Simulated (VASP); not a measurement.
Write the native input for VASP 6.6.1 that does the following.

```yaml
Task: single point
Functional: r2SCAN
Potentials_or_basis: VASP PAW PBE potentials, release 64 (Pd)
Cutoff: 550 eV
k_mesh: 18 × 18 × 18
Occupations: gaussian, width 0.1 eV
Spin: no spin polarisation
Dipole_correction: no
Further_INCAR_settings: ALGO = Normal; EDIFF = 1e-06; NBANDS = 11
```

Crystal: Pd.

```
Pd
1.0
     0.00000   -1.95359   -1.95359
     1.95359    0.00000   -1.95359
     1.95359   -1.95359    0.00000
Pd
1
Direct
  0.00000 0.00000 0.00000
```

The input as run:

POSCAR

```
Pd
1.0
    0.0000000000     -1.9535908991     -1.9535908991
    1.9535908991      0.0000000000     -1.9535908991
    1.9535908991     -1.9535908991      0.0000000000
Pd
1
Direct
    0.0000000000      0.0000000000      0.0000000000
```

INCAR.step1

```
PREC     = Accurate       # precision mode
ENCUT    = 550            # plane-wave cutoff, eV
ISMEAR   = 0              # smearing method
SIGMA    = 0.1            # smearing width, eV
LREAL    = False          # projectors in reciprocal space
LASPH    = True           # aspherical terms in the spheres
NELM     = 120            # most SCF steps
NBANDS   = 11             # bands
GGA      = PE             # functional
ALGO     = Normal         # electronic algorithm
EDIFF    = 1E-5           # SCF threshold, eV
LWAVE    = True           # write WAVECAR
LCHARG   = False          # write CHGCAR
GGA_COMPAT= False
```

INCAR.step2

```
PREC     = Accurate       # precision mode
ENCUT    = 550            # plane-wave cutoff, eV
EDIFF    = 1E-6           # SCF threshold, eV
ISMEAR   = 0              # smearing method
SIGMA    = 0.1            # smearing width, eV
LREAL    = False          # projectors in reciprocal space
LASPH    = True           # aspherical terms in the spheres
NELM     = 120            # most SCF steps
ALGO     = Normal         # electronic algorithm
ISIF     = 2              # what is computed and relaxed
LWAVE    = False          # write WAVECAR
LCHARG   = True           # write CHGCAR
METAGGA  = R2SCAN         # meta-GGA
LMIXTAU  = True         
LELF     = True           # ELF
LVHAR    = True         
NBANDS   = 11             # bands
ISTART   = 1            
GGA_COMPAT= False
```

KPOINTS

```
regular mesh
0
Gamma
  18 18 18
```

Potentials or basis: VASP PAW PBE potentials, release 64 (Pd).

Command:

```sh
$ cat potpaw_PBE.64/Pd/POTCAR > POTCAR
$ cp INCAR.step1 INCAR
$ mpirun -np 1 vasp_std > vasp.out
$ cp INCAR.step2 INCAR
$ mpirun -np 1 vasp_std > vasp.out
```

Results of the run:

The pressure is 0.7 GPa. The band gap on the k mesh is zero (band 5 reaches 9.73 eV, above the bottom of band 6 at 8.08 eV).

Caveat: the PAW data sets were made with another functional, which shifts forces and pressure a little.

Wall time 75 s on 1 thread of Intel(R) Xeon(R) Platinum 8488C (Sapphire Rapids) (shared host), peak memory 0.16 GiB.
